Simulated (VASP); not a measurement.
Crystal: Ti.

```
Ti
1.0
     4.13000    0.00000    0.00000
     0.00000    4.13000    0.00000
     0.00000    0.00000    4.13000
Ti
4
Direct
  0.00000 0.00000 0.00000
  0.00000 0.50000 0.50000
  0.50000 0.00000 0.50000
  0.50000 0.50000 0.00000
```

| Property | Result |
| --- | --- |
| Program | VASP 6.6.1 |
| Task | relaxation of volume and atoms at fixed shape |
| Functional | LDA |
| Potentials or basis | VASP PAW LDA potentials, release 64 (Ti_sv) |
| Cutoff | 600 eV |
| k mesh | 6 × 6 × 6 |
| Occupations | methfessel-paxton, width 0.1 eV |
| Spin | no spin polarisation |

At the start: pressure -10.0 GPa; volume 17.61 Å³/atom.

Problem. Where does the relaxation end?

Solution. Over 3 steps the energy falls by 56.2 meV/atom and the volume is 15.94 Å³/atom (-9.5 %); space group Fm-3m (No. 225, to 0.05 Å).

The path:
| step | energy change (eV) | largest force (eV/Å) | pressure (GPa) | volume (Å³) |
| --- | --- | --- | --- | --- |
| 1 | 0.0000 | 0.0000 | -9.98 | 70.44 |
| 2 | -0.1280 | 0.0000 | 8.42 | 59.84 |
| 3 | -0.2247 | 0.0000 | -0.08 | 63.76 |

Final structure:
```yaml
crystal:
  lattice:
    - [3.99507, 0.00000, 0.00000]
    - [0.00000, 3.99507, 0.00000]
    - [0.00000, 0.00000, 3.99507]
  atoms:
    - { symbol: Ti, position: [0.00000, 0.00000, 0.00000] }
    - { symbol: Ti, position: [0.00000, 0.50000, 0.50000] }
    - { symbol: Ti, position: [0.50000, 0.00000, 0.50000] }
    - { symbol: Ti, position: [0.50000, 0.50000, 0.00000] }
```
